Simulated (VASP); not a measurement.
# CdS (P6_3mc) in VASP: further runs

CdS is run at these levels: PBEsol; tasks: electric field gradients.

All numbers are computed with VASP 6.6.1; they aren't measurements. Logs are shortened: lines on timing, memory, paths and dates and some standing lists are left out, and cuts for length are marked.

## Step 1: The cell of the first run

The structure is hexagonal, space group P6_3mc (No. 186). The conventional cell has a = 4.050 Å, b = 4.050 Å, c = 6.611 Å, α = 90.00°, β = 90.00°, γ = 120.00°. Within 3.2 Å of Cd (site symmetry 3m) lie 4 S at 2.46 to 2.55 Å. S (site symmetry 3m) has 4 Cd at 2.46 to 2.55 Å within 3.2 Å.

## Step 2: Electric field gradients, PBEsol (23.48 Å³/atom)

File INCAR:

```
ALGO = Normal
EDIFF = 1E-8
ENCUT = 520
GGA = PS
ISIF = 2
ISMEAR = -1
LASPH = T
LCHARG = F
LEFG = T
LREAL = F
LWAVE = F
NBANDS = 26
NELM = 80
PREC = Accurate
SIGMA = 0.01
```

File KPOINTS:

```
k-points
0
Gamma
  7 7 4
```

File POSCAR:

```
CdS
1.0
    4.0503918620      0.0000000000      0.0000000000
   -2.0251959310      3.5077422478      0.0000000000
    0.0000000000      0.0000000000      6.6112266477
Cd S
2 2
Direct
    0.3333333333      0.6666666667      0.0000000000
    0.6666666667      0.3333333333      0.5000000000
    0.3333333333      0.6666666667      0.3850000000
    0.6666666667      0.3333333333      0.8850000000
```

Potentials or basis: VASP PAW PBE potentials, release 64 (Cd, S).

Command:

```console
$ cat potpaw_PBE.64/Cd/POTCAR potpaw_PBE.64/S/POTCAR > POTCAR
$ mpirun -np 1 vasp_std > vasp.out
```

OUTCAR:

```text
EDIFF = 1E-8
   ENCUT = 520
   GGA = PS
   ISIF = 2
   ISMEAR = -1
   LASPH = T
   LREAL = F
   NELM = 80
   PREC = Accurate

 ion  position               nearest neighbor table
   1  0.333  0.667  0.000-   4 2.46   4 2.46   4 2.46   3 2.55
   2  0.667  0.333  0.500-   3 2.46   3 2.46   3 2.46   4 2.55
   3  0.333  0.667  0.385-   2 2.46   2 2.46   2 2.46   1 2.55
   4  0.667  0.333  0.885-   1 2.46   1 2.46   1 2.46   2 2.55

  LATTYP: Found a hexagonal cell.
 ALAT       =     4.0503918620
 C/A-ratio  =     1.6322437120

  Lattice vectors:

 A1 = (   4.0503918620,   0.0000000000,   0.0000000000)
 A2 = (  -2.0251959310,   3.5077422478,   0.0000000000)
 A3 = (   0.0000000000,   0.0000000000,   6.6112266477)

Analysis of symmetry for initial positions (statically):
=====================================================================
 Subroutine PRICEL returns:
 Original cell was already a primitive cell.

 Routine SETGRP: Setting up the symmetry group for a
 hexagonal supercell.

 Subroutine GETGRP returns: Found 12 space group operations
 (whereof  6 operations were pure point group operations)
 out of a pool of 24 trial point group operations.

The static configuration has the point symmetry C_3v.
 The point group associated with its full space group is C_6v.

Analysis of symmetry for dynamics (positions and initial velocities):
=====================================================================
 Subroutine PRICEL returns:
 Original cell was already a primitive cell.

 Routine SETGRP: Setting up the symmetry group for a
 hexagonal supercell.

 Subroutine GETGRP returns: Found 12 space group operations
 (whereof  6 operations were pure point group operations)
 out of a pool of 24 trial point group operations.

The dynamic configuration has the point symmetry C_3v.
 The point group associated with its full space group is C_6v.

 Subroutine INISYM returns: Found 12 space group operations
 (whereof  6 operations are pure point group operations),
 and found     1 'primitive' translations

----------------------------------------------------------------------------------------

                                     Primitive cell

  volume of cell :      93.9305

  direct lattice vectors                    reciprocal lattice vectors
     4.050391862  0.000000000  0.000000000     0.246889692  0.142541830  0.000000000
    -2.025195931  3.507742248  0.000000000     0.000000000  0.285083660  0.000000000
     0.000000000  0.000000000  6.611226648     0.000000000  0.000000000  0.151257861

  length of vectors
     4.050391862  4.050391862  6.611226648     0.285083660  0.285083660  0.151257861

  position of ions in fractional coordinates (direct lattice)
     0.333333333  0.666666667  0.000000000
     0.666666667  0.333333333  0.500000000
     0.333333333  0.666666667  0.385000000
     0.666666667  0.333333333  0.885000000

  ion indices of the primitive-cell ions
   primitive index   ion index
                 1           1
                 2           2
                 3           3
                 4           4

----------------------------------------------------------------------------------------

 KPOINTS: k-points

Automatic generation of k-mesh.
 Grid dimensions read from file:
 generate k-points for:    7    7    4

 Generating k-lattice:

  Cartesian coordinates                     Fractional coordinates (reciprocal lattice)
     0.035269956  0.020363119  0.000000000     0.142857143  0.000000000  0.000000000
[... 40 lines left out ...]
   k-points           NKPTS =     24   k-points in BZ     NKDIM =     24   number of bands    NBANDS=     26
   number of dos      NEDOS =    301   number of ions     NIONS =      4
   total plane-waves  NPLWV =  45000
   dimension x,y,z NGX =    30 NGY =   30 NGZ =   50
   dimension x,y,z NGXF=    60 NGYF=   60 NGZF=  100
   ions per type =               2   2
   NGX,Y,Z   is equivalent  to a cutoff of  12.31, 12.31, 12.57 a.u.
   NGXF,Y,Z  is equivalent  to a cutoff of  24.63, 24.63, 25.15 a.u.
 SYSTEM =  unknown system
   PREC   = accura    normal or accurate (medium, high low for compatibility)
   ISTART =      0    job   : 0-new  1-cont  2-samecut
   ICHARG =      2    charge: 1-file 2-atom 10-const
   ISPIN  =      1    spin polarized calculation?
   LNONCOLLINEAR =      F non collinear calculations
   LSORBIT =      F    spin-orbit coupling
   LASPH  =      T    aspherical Exc in radial PAW
   ENCUT  =  520.0 eV  38.22 Ry    6.18 a.u.   7.53  7.53 12.29*2*pi/ulx,y,z
   NELM   =     80;   NELMIN=  2; NELMDL= -5     # of ELM steps
   EDIFF  = 0.1E-07   stopping-criterion for ELM
   LREAL  =      F    real-space projection
   EDIFFG = 0.1E-06   stopping-criterion for IOM
   NSW    =      0    number of steps for IOM
   IBRION =     -1    ionic relax: 0-MD 1-quasi-New 2-CG
   NFREE  =      0    steps in history (QN), initial steepest desc. (CG)
   ISIF   =      2    stress and relaxation
   ISYM   =      2    0-nonsym 1-usesym 2-fastsym
   POTIM  = 0.5000    time-step for ionic-motion
   TEBEG  =    0.0;   TEEND  =   0.0 temperature during run
   PSTRESS=    0.0 pullay stress
   NELECT =      36.0000    total number of electrons
   NUPDOWN=      -1.0000    fix difference up-down
   EMIN   =  10.00;   EMAX   =-10.00  energy-range for DOS
   EFERMI =   0.00;   METHOD = LEGACY
   ISMEAR =    -1;   SIGMA  =   0.01  broadening in eV -4-tet -1-fermi 0-gaus
   EFERMI_NEDOS =   21; number of points for ismear=-14 and -15
   IALGO  =     38    algorithm
   IMIX   =      4    mixing-type and parameters
     AMIX     =   0.40;   BMIX     =  1.00
     AMIX_MAG =   1.60;   BMIX_MAG =  1.00
  volume/ion in A,a.u.               =      23.48       158.47
  Fermi-wavevector in a.u.,A,eV,Ry     =   1.189159  2.247185 19.240000  1.414100
  Thomas-Fermi vector in A             =   2.325273
   LORBIT       =      0    0 simple, 1 ext, 2 COOP (PROOUT), +10 PAW based schemes
   GGA     = PS    functional components
   LHFCALC =     F    Hartree Fock is set to
   AEXX    =    0.0000 exact exchange contribution
   IVDW    =     0    specifies the selected vdW correction
   LEPSILON=     F    determine dielectric tensor
   LRPA    =     F    only Hartree local field effects (RPA)
 non-spin polarized calculation
  energy-cutoff  :      520.00
  volume of cell :       93.93
 maximum number of plane-waves:      2551
 NGX is ok and might be reduce to    30
   NGX = 15   NGY = 15   NGZ = 25

 number of electron      36.0000025 magnetization

 Free energy of the ion-electron system (eV)
  ---------------------------------------------------
  ext. energy  EPLUGINS =         0.00000000
  ---------------------------------------------------
  free energy    TOTEN  =       -13.54532652 eV

  energy without entropy =      -13.54532652  energy(sigma->0) =      -13.54532652

 E-fermi :   1.9305     XC(G=0):  -9.6293

 val. band max:        1.7006346598   @ k =   0.0000   0.0000   0.0000
 cond. band min:       2.9231372673   @ k =   0.0000   0.0000   0.0000
 fundamental gap:      1.2225026075
 Fermi energy:         1.9304628823

 k-point     1 :       0.0000    0.0000    0.0000
  band No.  band energies     occupation
      1     -11.0529      2.00000
      2     -10.5692      2.00000
      3      -6.2597      2.00000
      4      -6.2597      2.00000
      5      -6.1793      2.00000
      6      -6.1793      2.00000
[... 685 lines left out ...]
     25      10.3552      0.00000
     26      10.3552      0.00000

------------------------ aborting loop because EDIFF is reached ----------------------------------------

  FORCE on cell =-STRESS in cart. coord.  units (eV):
  Direction    XX          YY          ZZ          XY          YZ          ZX
  --------------------------------------------------------------------------------------
  -------------------------------------------------------------------------------------
  Total        3.0213251      3.0213251      1.2176874      0.0000000      0.0000000      0.0000000
  in kB       51.5348819     51.5348819     20.7701505      0.0000000      0.0000000      0.0000000
  external PRESSURE =      41.2799715 kB  Pullay stress =       0.0000000 kB

 VOLUME and BASIS-vectors are now :
 -----------------------------------------------------------------------------
  energy-cutoff  :      520.00
  volume of cell :       93.93
      direct lattice vectors                 reciprocal lattice vectors
     4.050391862  0.000000000  0.000000000     0.246889692  0.142541830  0.000000000
    -2.025195931  3.507742248  0.000000000     0.000000000  0.285083660  0.000000000
     0.000000000  0.000000000  6.611226648     0.000000000  0.000000000  0.151257861

 POSITION                                       TOTAL-FORCE (eV/Angst)
 -----------------------------------------------------------------------------------
     -0.00000      2.33849      0.00000        -0.000000      0.000000      0.324091
      2.02520      1.16925      3.30561         0.000000      0.000000      0.324091
     -0.00000      2.33849      2.54532        -0.000000      0.000000     -0.324091
      2.02520      1.16925      5.85094         0.000000     -0.000000     -0.324091
 -----------------------------------------------------------------------------------
    total drift:                               -0.000000     -0.000000      0.000946

  FREE ENERGIE OF THE ION-ELECTRON SYSTEM (eV)
  ---------------------------------------------------
  free  energy   TOTEN  =       -13.5453265236 eV

  energy  without entropy=      -13.5453265236  energy(sigma->0) =      -13.54532652

 Electric field gradients (V/A^2)
---------------------------------------------------------------------
 ion       V_xx      V_yy      V_zz      V_xy      V_xz      V_yz
---------------------------------------------------------------------
   1     -19.191   -19.189    38.380     0.001     0.000    -0.000
   2     -19.191   -19.189    38.380     0.001    -0.000     0.000
   3       2.722     2.723    -5.445     0.001     0.000    -0.000
   4       2.722     2.723    -5.445     0.001    -0.000     0.000
---------------------------------------------------------------------

 Electric field gradients after diagonalization (V/A^2)
 (convention: |V_zz| > |V_xx| > |V_yy|)
----------------------------------------------------------------------
 ion       V_xx      V_yy      V_zz     asymmetry (V_yy - V_xx)/ V_zz
----------------------------------------------------------------------
   1     -19.192   -19.189    38.380       0.000
   2     -19.192   -19.189    38.380       0.000
   3       2.723     2.722    -5.445       0.000
   4       2.723     2.722    -5.445       0.000
----------------------------------------------------------------------

           NMR quadrupolar parameters

 Cq : quadrupolar parameter    Cq=e*Q*V_zz/h
 eta: asymmetry parameters     (V_yy - V_xx)/ V_zz
 Q  : nuclear electric quadrupole moment in mb (millibarn)
----------------------------------------------------------------------
 ion       Cq(MHz)       eta       Q (mb)
----------------------------------------------------------------------
   1       0.093       0.000       1.000
   2       0.093       0.000       1.000
   3      -0.013       0.000       1.000
   4      -0.013       0.000       1.000
----------------------------------------------------------------------
```

Wall time 34 s (1 thread of Intel Xeon 6975P-C (Granite Rapids), shared host); peak memory 0.21 GiB.

What came out:

```
Free energy                             : -13.5453 eV
Pressure                                : 4.1 GPa
Largest force                           : 0.324 eV/Å
Band gap on the k mesh                  : 1.22 eV
Largest electric field gradient by atom : Cd +38.4; S -5.4 V/Å²
```

Forces on the atoms (eV/Å):
```
Cd   0.000  0.000  0.324
Cd   0.000  0.000  0.324
S    0.000  0.000 -0.324
S    0.000  0.000 -0.324
```

Electric field gradients, principal values (V/Å²):
```
atom    least   middle  greatest (by size)
1 Cd  -19.189  -19.192              38.380
2 Cd  -19.189  -19.192              38.380
 3 S    2.722    2.723              -5.445
 4 S    2.722    2.723              -5.445
```

Caveat: the cell stands under pressure; without QUAD_EFG the Cq values of the log hold for a quadrupole moment of 1 mb, not for the nuclei; the PAW data sets were made with another functional, which shifts forces and pressure a little.

## Step 3: Electric field gradients, PBEsol (23.98 Å³/atom)

This run uses another cell than the first one, of 23.98 Å³/atom.

File INCAR:

```
SYSTEM = CdS
PREC = Accurate
ENCUT = 520
EDIFF = 1E-8
ISMEAR = -1
SIGMA = 0.01
LREAL = .False.
LASPH = .True.
NELM = 100
ALGO = Normal
ISIF = 2
LWAVE = .False.
LCHARG = .False.
GGA = PS
LEFG = .True.
NBANDS = 26
```

File KPOINTS:

```
Automatic mesh
0
Gamma
  7 7 4
  0 0 0
```

File POSCAR:

```
CdS
1.0
    4.0789166881      0.0000000000      0.0000000000
   -2.0394583441      3.5324454719      0.0000000000
    0.0000000000      0.0000000000      6.6577861159
Cd S
2 2
Direct
    0.3333333333      0.6666666667      0.0000000000
    0.6666666667      0.3333333333      0.5000000000
    0.3333333333      0.6666666667      0.3850000000
    0.6666666667      0.3333333333      0.8850000000
```

Potentials or basis: VASP PAW PBE potentials, release 64 (Cd, S).

Command:

```console
$ cat potpaw_PBE.64/Cd/POTCAR potpaw_PBE.64/S/POTCAR > POTCAR
$ mpirun -np 1 vasp_std > vasp.out
```

OUTCAR:

```text
SYSTEM = CdS
   PREC = Accurate
   ENCUT = 520
   EDIFF = 1E-8
   ISMEAR = -1
   LREAL = .False.
   LASPH = .True.
   NELM = 100
   ISIF = 2
   GGA = PS

 ion  position               nearest neighbor table
   1  0.333  0.667  0.000-   4 2.48   4 2.48   4 2.48   3 2.56
   2  0.667  0.333  0.500-   3 2.48   3 2.48   3 2.48   4 2.56
   3  0.333  0.667  0.385-   2 2.48   2 2.48   2 2.48   1 2.56
   4  0.667  0.333  0.885-   1 2.48   1 2.48   1 2.48   2 2.56

  LATTYP: Found a hexagonal cell.
 ALAT       =     4.0789166881
 C/A-ratio  =     1.6322437120

  Lattice vectors:

 A1 = (   4.0789166881,   0.0000000000,   0.0000000000)
 A2 = (  -2.0394583441,   3.5324454719,   0.0000000000)
 A3 = (   0.0000000000,   0.0000000000,   6.6577861159)

Analysis of symmetry for initial positions (statically):
=====================================================================
 Subroutine PRICEL returns:
 Original cell was already a primitive cell.

 Routine SETGRP: Setting up the symmetry group for a
 hexagonal supercell.

 Subroutine GETGRP returns: Found 12 space group operations
[... 893 lines left out ...]
     -0.00000      2.35496      0.00000         0.000000     -0.000000      0.299167
      2.03946      1.17748      3.32889        -0.000000      0.000000      0.299167
     -0.00000      2.35496      2.56325         0.000000      0.000000     -0.299167
      2.03946      1.17748      5.89214        -0.000000      0.000000     -0.299167
 -----------------------------------------------------------------------------------
    total drift:                               -0.000000      0.000000      0.000245

  FREE ENERGIE OF THE ION-ELECTRON SYSTEM (eV)
  ---------------------------------------------------
  free  energy   TOTEN  =       -13.5870072060 eV

  energy  without entropy=      -13.5870072060  energy(sigma->0) =      -13.58700721

 Electric field gradients (V/A^2)
---------------------------------------------------------------------
 ion       V_xx      V_yy      V_zz      V_xy      V_xz      V_yz
---------------------------------------------------------------------
   1     -18.646   -18.644    37.290     0.002     0.000    -0.000
   2     -18.646   -18.644    37.290     0.002    -0.000     0.000
   3       2.911     2.911    -5.822     0.000     0.000    -0.000
   4       2.911     2.911    -5.822     0.000    -0.000     0.000
---------------------------------------------------------------------

 Electric field gradients after diagonalization (V/A^2)
 (convention: |V_zz| > |V_xx| > |V_yy|)
----------------------------------------------------------------------
 ion       V_xx      V_yy      V_zz     asymmetry (V_yy - V_xx)/ V_zz
----------------------------------------------------------------------
   1     -18.648   -18.643    37.290       0.000
   2     -18.648   -18.643    37.290       0.000
   3       2.912     2.911    -5.822       0.000
   4       2.912     2.911    -5.822       0.000
----------------------------------------------------------------------

           NMR quadrupolar parameters

 Cq : quadrupolar parameter    Cq=e*Q*V_zz/h
 eta: asymmetry parameters     (V_yy - V_xx)/ V_zz
 Q  : nuclear electric quadrupole moment in mb (millibarn)
----------------------------------------------------------------------
 ion       Cq(MHz)       eta       Q (mb)
----------------------------------------------------------------------
   1       0.090       0.000       1.000
   2       0.090       0.000       1.000
   3      -0.014       0.000       1.000
   4      -0.014       0.000       1.000
----------------------------------------------------------------------
```

OSZICAR:

```text
N       E                     dE             d eps       ncg     rms          rms(c)
DAV:   1     0.246991182880E+03    0.24699E+03   -0.17661E+04  1248   0.128E+03
DAV:   2    -0.124553617729E+01   -0.24824E+03   -0.23957E+03  1378   0.321E+02
DAV:   3    -0.144487016190E+02   -0.13203E+02   -0.13134E+02  1482   0.746E+01
DAV:   4    -0.145821985103E+02   -0.13350E+00   -0.13339E+00  1432   0.725E+00
DAV:   5    -0.145842470382E+02   -0.20485E-02   -0.20484E-02  1450   0.890E-01    0.120E+01
DAV:   6    -0.136184783983E+02    0.96577E+00   -0.17919E+00  1664   0.155E+01    0.928E+00
DAV:   7    -0.135969696969E+02    0.21509E-01   -0.72912E-01  1304   0.468E+00    0.375E+00
DAV:   8    -0.135882725092E+02    0.86972E-02   -0.10700E-01  1326   0.336E+00    0.573E-01
DAV:   9    -0.135870117610E+02    0.12607E-02   -0.16380E-02  1362   0.167E+00    0.175E-01
DAV:  10    -0.135869140023E+02    0.97759E-04   -0.11904E-03  1386   0.397E-01    0.840E-02
DAV:  11    -0.135869598764E+02   -0.45874E-04   -0.16823E-04  1382   0.830E-02    0.592E-02
DAV:  12    -0.135870042013E+02   -0.44325E-04   -0.67954E-05  1280   0.374E-02    0.331E-02
DAV:  13    -0.135870065941E+02   -0.23928E-05   -0.14266E-05  1420   0.207E-02    0.412E-03
DAV:  14    -0.135870071955E+02   -0.60147E-06   -0.16932E-06  1412   0.854E-03    0.167E-03
DAV:  15    -0.135870072067E+02   -0.11192E-07   -0.36246E-07  1342   0.588E-03    0.534E-04
DAV:  16    -0.135870072060E+02    0.69804E-09   -0.41648E-08  1400   0.260E-03
   1 F= -.13587007E+02 E0= -.13587007E+02  d E =-.340160E-12
```

stdout:

```text
POSCAR found type information on POSCAR CdS
 POSCAR found :  2 types and       4 ions
 scaLAPACK will be used
 -----------------------------------------------------------------------------
|                                                                             |
|                                                                             |
|     You enforced a specific xc type in the INCAR file but a different       |
|     I HOPE YOU KNOW WHAT YOU ARE DOING!                                     |
|                                                                             |
 -----------------------------------------------------------------------------

 LDA part: xc-table for (Slater+PW92), standard interpolation
 POSCAR, INCAR and KPOINTS ok, starting setup
 FFT: planning ... GRIDC
 FFT: planning ... GRID_SOFT
 FFT: planning ... GRID
 WAVECAR not read
 entering main loop
ion   1

ion   2

ion   3

ion   4
```

Run time: 31 s. Hardware: 1 thread of Intel Xeon 6975P-C (Granite Rapids), shared host; peak memory 0.21 GiB.

Results:

* Free energy: -13.5870 eV
* Pressure: 2.5 GPa
* Largest force: 0.299 eV/Å
* Band gap on the k mesh: 1.18 eV
* Largest electric field gradient by atom: Cd +37.3; S -5.8 V/Å²

Forces in eV/Å, atoms in the order of the input:
```
Cd   0.000  0.000  0.299
Cd   0.000  0.000  0.299
S    0.000  0.000 -0.299
S    0.000  0.000 -0.299
```

Electric field gradients, principal values (V/Å²):
| atom | least | middle | greatest (by size) |
| --- | --- | --- | --- |
| 1 Cd | -18.643 | -18.648 | 37.290 |
| 2 Cd | -18.643 | -18.648 | 37.290 |
| 3 S | 2.911 | 2.912 | -5.822 |
| 4 S | 2.911 | 2.912 | -5.822 |

Caveat: without QUAD_EFG the Cq values of the log hold for a quadrupole moment of 1 mb, not for the nuclei; the PAW data sets were made with another functional, which shifts forces and pressure a little.

(Continued in part 2 of 2.)
